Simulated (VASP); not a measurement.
# SrCl2 (I4/mmm) in VASP: further runs

The runs below take SrCl2 through single point, with LDA.

Everything below comes from runs of VASP 6.6.1. Logs are shortened: lines on timing, memory, paths and dates and some standing lists are left out, and cuts for length are marked.

## Step 1: The cell of the first run

The structure is tetragonal, space group I4/mmm (No. 139). The conventional cell has a = 4.535 Å, b = 4.535 Å, c = 6.971 Å, α = 90.00°, β = 90.00°, γ = 90.00°. Within 3.8 Å of Sr (site symmetry 4/mmm) lie 8 Cl at 2.86 Å. Cl (site symmetry -4m2) has 4 Sr at 2.86 Å and 6 Cl at 3.21 to 3.49 Å within 3.8 Å.

## Step 2: Single point, LDA (strain -0.080 along x and y, +0.000 along z)

Contents of INCAR:

```
SYSTEM = SrCl2
PREC = Accurate
ENCUT = 520
EDIFF = 1E-7
ISMEAR = 0
SIGMA = 0.05
LREAL = .FALSE.
LASPH = .TRUE.
NELM = 100
ALGO = Normal
ISIF = 2
LWAVE = .FALSE.
LCHARG = .FALSE.
GGA = CA
NBANDS = 19
```

Contents of KPOINTS:

```
regular mesh
0
G
  6 6 6
  0 0 0
```

Contents of POSCAR:

```
SrCl2
1.0
    0.0000000000      3.2066600000      3.4855000000
    3.2066600000      0.0000000000      3.4855000000
    3.2066600000      3.2066600000      0.0000000000
Sr Cl
1 2
Direct
    0.0000000000      0.0000000000      0.0000000000
    0.2500000000      0.2500000000      0.2500000000
    0.7500000000      0.7500000000      0.7500000000
```

Potentials or basis: VASP PAW LDA potentials, release 64 (Sr_sv, Cl).

Launch:

```
$ cat potpaw_LDA.64/Sr_sv/POTCAR potpaw_LDA.64/Cl/POTCAR > POTCAR
$ mpirun -np 1 vasp_std > vasp.out
```

OUTCAR:

```text
SYSTEM = SrCl2
   PREC = Accurate
   ENCUT = 520
   EDIFF = 1E-7
   ISMEAR = 0
   LREAL = .FALSE.
   LASPH = .TRUE.
   NELM = 100
   ISIF = 2
   GGA = CA

 ion  position               nearest neighbor table
   1  0.000  0.000  0.000-   3 2.86   3 2.86   2 2.86   3 2.86   2 2.86   2 2.86   3 2.86   2 2.86

   2  0.250  0.250  0.250-   1 2.86   1 2.86   1 2.86   1 2.86
   3  0.750  0.750  0.750-   1 2.86   1 2.86   1 2.86   1 2.86

  LATTYP: Found a body centered tetragonal cell.
 ALAT       =     4.5349020619
 C/A-ratio  =     1.5371886548

  Lattice vectors:

 A1 = (  -3.2066600000,   0.0000000000,   3.4855000000)
 A2 = (   3.2066600000,   0.0000000000,   3.4855000000)
 A3 = (   0.0000000000,   3.2066600000,  -3.4855000000)

Analysis of symmetry for initial positions (statically):
=====================================================================
 Subroutine PRICEL returns:
 Original cell was already a primitive cell.

 Routine SETGRP: Setting up the symmetry group for a
 body centered tetragonal supercell.

 Subroutine GETGRP returns: Found 16 space group operations
 (whereof 16 operations were pure point group operations)
 out of a pool of 16 trial point group operations.

The static configuration has the point symmetry D_4h.

Analysis of symmetry for dynamics (positions and initial velocities):
=====================================================================
 Subroutine PRICEL returns:
 Original cell was already a primitive cell.

 Routine SETGRP: Setting up the symmetry group for a
 body centered tetragonal supercell.

 Subroutine GETGRP returns: Found 16 space group operations
 (whereof 16 operations were pure point group operations)
 out of a pool of 16 trial point group operations.

The dynamic configuration has the point symmetry D_4h.

 Subroutine INISYM returns: Found 16 space group operations
 (whereof 16 operations are pure point group operations),
 and found     1 'primitive' translations

----------------------------------------------------------------------------------------

                                     Primitive cell

  volume of cell :      71.6805

  direct lattice vectors                    reciprocal lattice vectors
     0.000000000  3.206660000  3.485500000    -0.155925480  0.155925480  0.143451442
     3.206660000  0.000000000  3.485500000     0.155925480 -0.155925480  0.143451442
     3.206660000  3.206660000  0.000000000     0.155925480  0.155925480 -0.143451442

  length of vectors
     4.736177637  4.736177637  4.534902062     0.263066202  0.263066202  0.263066202

  position of ions in fractional coordinates (direct lattice)
     0.000000000  0.000000000  0.000000000
     0.250000000  0.250000000  0.250000000
     0.750000000  0.750000000  0.750000000

  ion indices of the primitive-cell ions
   primitive index   ion index
                 1           1
                 2           2
                 3           3

----------------------------------------------------------------------------------------

 KPOINTS: regular mesh

Automatic generation of k-mesh.
 Grid dimensions read from file:
 generate k-points for:    6    6    6

 Generating k-lattice:

  Cartesian coordinates                     Fractional coordinates (reciprocal lattice)
    -0.025987580  0.025987580  0.023908574     0.166666667  0.000000000  0.000000000
     0.025987580 -0.025987580  0.023908574     0.000000000  0.166666667  0.000000000
     0.025987580  0.025987580 -0.023908574    -0.000000000 -0.000000000  0.166666667

  Length of vectors
     0.043844367  0.043844367  0.043844367

  Shift w.r.t. Gamma in fractional coordinates (k-lattice)
     0.000000000  0.000000000  0.000000000

 Subroutine IBZKPT returns following result:
 ===========================================

 Found     30 irreducible k-points:

 Following reciprocal coordinates:
            Coordinates               Weight
  0.000000  0.000000  0.000000      1.000000
  0.166667  0.000000  0.000000      8.000000
  0.333333 -0.000000  0.000000      8.000000
  0.500000  0.000000  0.000000      4.000000
  0.166667  0.166667  0.000000      2.000000
  0.333333  0.166667  0.000000      8.000000
[... 16 lines left out ...]
  0.333333  0.000000  0.333333      4.000000
  0.500000  0.000000  0.333333     16.000000
 [... further k-points ...]
   k-points           NKPTS =     30   k-points in BZ     NKDIM =     30   number of bands    NBANDS=     19
   number of dos      NEDOS =    301   number of ions     NIONS =      3
   total plane-waves  NPLWV =  46656
   dimension x,y,z NGX =    36 NGY =   36 NGZ =   36
   dimension x,y,z NGXF=    72 NGYF=   72 NGZF=   72
   ions per type =               1   2
   NGX,Y,Z   is equivalent  to a cutoff of  12.64, 12.64, 13.20 a.u.
   NGXF,Y,Z  is equivalent  to a cutoff of  25.27, 25.27, 26.39 a.u.
 SYSTEM =  SrCl2
   PREC   = accura    normal or accurate (medium, high low for compatibility)
   ISTART =      0    job   : 0-new  1-cont  2-samecut
   ICHARG =      2    charge: 1-file 2-atom 10-const
   ISPIN  =      1    spin polarized calculation?
   LNONCOLLINEAR =      F non collinear calculations
   LSORBIT =      F    spin-orbit coupling
   LASPH  =      T    aspherical Exc in radial PAW
   ENCUT  =  520.0 eV  38.22 Ry    6.18 a.u.   8.81  8.81  8.43*2*pi/ulx,y,z
   NELM   =    100;   NELMIN=  2; NELMDL= -5     # of ELM steps
   EDIFF  = 0.1E-06   stopping-criterion for ELM
   LREAL  =      F    real-space projection
   EDIFFG = 0.1E-05   stopping-criterion for IOM
   NSW    =      0    number of steps for IOM
   IBRION =     -1    ionic relax: 0-MD 1-quasi-New 2-CG
   NFREE  =      0    steps in history (QN), initial steepest desc. (CG)
   ISIF   =      2    stress and relaxation
   ISYM   =      2    0-nonsym 1-usesym 2-fastsym
   POTIM  = 0.5000    time-step for ionic-motion
   TEBEG  =    0.0;   TEEND  =   0.0 temperature during run
   PSTRESS=    0.0 pullay stress
   NELECT =      24.0000    total number of electrons
   NUPDOWN=      -1.0000    fix difference up-down
   EMIN   =  10.00;   EMAX   =-10.00  energy-range for DOS
   EFERMI =   0.00;   METHOD = LEGACY
   ISMEAR =     0;   SIGMA  =   0.05  broadening in eV -4-tet -1-fermi 0-gaus
   EFERMI_NEDOS =   21; number of points for ismear=-14 and -15
   IALGO  =     38    algorithm
   IMIX   =      4    mixing-type and parameters
     AMIX     =   0.40;   BMIX     =  1.00
     AMIX_MAG =   1.60;   BMIX_MAG =  1.00
  volume/ion in A,a.u.               =      23.89       161.24
  Fermi-wavevector in a.u.,A,eV,Ry     =   1.136785  2.148212 17.582534  1.292280
  Thomas-Fermi vector in A             =   2.273490
   LORBIT       =      0    0 simple, 1 ext, 2 COOP (PROOUT), +10 PAW based schemes
   GGA     = CA    functional components
   LHFCALC =     F    Hartree Fock is set to
   AEXX    =    0.0000 exact exchange contribution
   IVDW    =     0    specifies the selected vdW correction
   LEPSILON=     F    determine dielectric tensor
   LRPA    =     F    only Hartree local field effects (RPA)
 non-spin polarized calculation
 Gauss-broadening in eV      SIGMA  =   0.05
  energy-cutoff  :      520.00
  volume of cell :       71.68
 maximum number of plane-waves:      1961
   NGX = 17   NGY = 17   NGZ = 17

 number of electron      24.0000005 magnetization

 Free energy of the ion-electron system (eV)
  ---------------------------------------------------
  ext. energy  EPLUGINS =         0.00000000
  ---------------------------------------------------
  free energy    TOTEN  =       -13.89972106 eV

  energy without entropy =      -13.89972106  energy(sigma->0) =      -13.89972106

 E-fermi :   1.7691     XC(G=0):  -9.5345

 val. band max:        1.4851435904   @ k =   0.5000   0.0000   0.5000
 cond. band min:       6.1478283680   @ k =   0.0000   0.0000   0.0000
 fundamental gap:      4.6626847776
 Fermi energy:         1.7690795841

 k-point     1 :       0.0000    0.0000    0.0000
  band No.  band energies     occupation
      1     -31.0346      2.00000
      2     -13.2289      2.00000
      3     -13.2236      2.00000
      4     -13.2236      2.00000
      5     -12.6138      2.00000
      6     -11.2728      2.00000
[... 11 lines left out ...]
     18      10.3744      0.00000
     19      11.3402      0.00000

 k-point     2 :       0.1667    0.0000    0.0000
  band No.  band energies     occupation
      1     -31.0321      2.00000
      2     -13.5459      2.00000
      3     -13.2377      2.00000
      4     -13.2300      2.00000
      5     -12.2101      2.00000
      6     -11.3600      2.00000
[... 11 lines left out ...]
     18      10.2146      0.00000
     19      11.5352      0.00000

 k-point     3 :       0.3333   -0.0000    0.0000
  band No.  band energies     occupation
      1     -31.0272      2.00000
      2     -13.8567      2.00000
      3     -13.2591      2.00000
      4     -13.2426      2.00000
      5     -11.9623      2.00000
      6     -11.2751      2.00000
[... 11 lines left out ...]
     18      10.2751      0.00000
     19      10.8950      0.00000

 k-point     4 :       0.5000    0.0000    0.0000
  band No.  band energies     occupation
      1     -31.0247      2.00000
      2     -13.9615      2.00000
      3     -13.2697      2.00000
      4     -13.2488      2.00000
      5     -12.0154      2.00000
      6     -11.0913      2.00000
[... 407 lines left out ...]
     18      11.4335      0.00000
     19      11.6172      0.00000

 k-point    23 :       0.3333    0.0000    0.3333
  band No.  band energies     occupation
      1     -31.0240      2.00000
      2     -13.9375      2.00000
      3     -13.3033      2.00000
      4     -13.2808      2.00000
      5     -11.7263      2.00000
      6     -11.3624      2.00000
[... 11 lines left out ...]
     18       9.8253      0.00000
     19      11.7745      0.00000

 k-point    24 :       0.5000    0.0000    0.3333
  band No.  band energies     occupation
      1     -31.0215      2.00000
      2     -13.9631      2.00000
      3     -13.4436      2.00000
      4     -13.3016      2.00000
      5     -11.7020      2.00000
      6     -11.1695      2.00000
[... 11 lines left out ...]
     18      10.7651      0.00000
     19      11.7973      0.00000

 [... further k-points ...]

------------------------ aborting loop because EDIFF is reached ----------------------------------------

  FORCE on cell =-STRESS in cart. coord.  units (eV):
  Direction    XX          YY          ZZ          XY          YZ          ZX
  --------------------------------------------------------------------------------------
  -------------------------------------------------------------------------------------
  Total        3.1948050      3.1948050      0.8277567      0.0000000      0.0000000      0.0000000
  in kB       71.4091762     71.4091762     18.5017326      0.0000000      0.0000000      0.0000000
  external PRESSURE =      53.7733617 kB  Pullay stress =       0.0000000 kB

 VOLUME and BASIS-vectors are now :
 -----------------------------------------------------------------------------
  energy-cutoff  :      520.00
  volume of cell :       71.68
      direct lattice vectors                 reciprocal lattice vectors
     0.000000000  3.206660000  3.485500000    -0.155925480  0.155925480  0.143451442
     3.206660000  0.000000000  3.485500000     0.155925480 -0.155925480  0.143451442
     3.206660000  3.206660000  0.000000000     0.155925480  0.155925480 -0.143451442

 POSITION                                       TOTAL-FORCE (eV/Angst)
 -----------------------------------------------------------------------------------
      0.00000      0.00000      0.00000         0.000000      0.000000      0.000000
      1.60333      1.60333      1.74275        -0.000000     -0.000000      0.000000
      4.80999      4.80999      5.22825         0.000000      0.000000     -0.000000
 -----------------------------------------------------------------------------------
    total drift:                                0.000000      0.000000      0.000000

  FREE ENERGIE OF THE ION-ELECTRON SYSTEM (eV)
  ---------------------------------------------------
  free  energy   TOTEN  =       -13.8997210553 eV

  energy  without entropy=      -13.8997210553  energy(sigma->0) =      -13.89972106
```

Wall time 15 s (1 thread of Intel Xeon 6975P-C (Granite Rapids), shared host); peak memory 0.19 GiB.

What came out:

| Item | Value |
| --- | --- |
| Free energy | -13.8997 eV |
| Pressure | 5.4 GPa |
| Band gap on the k mesh | 4.66 eV (least direct gap 4.68 eV) |

Caveat: the cell differs from its parent crystal (strain -0.080 along x and y, +0.000 along z); the cell stands under pressure. A k mesh can miss the band edges.

[end of part 1 of 2]
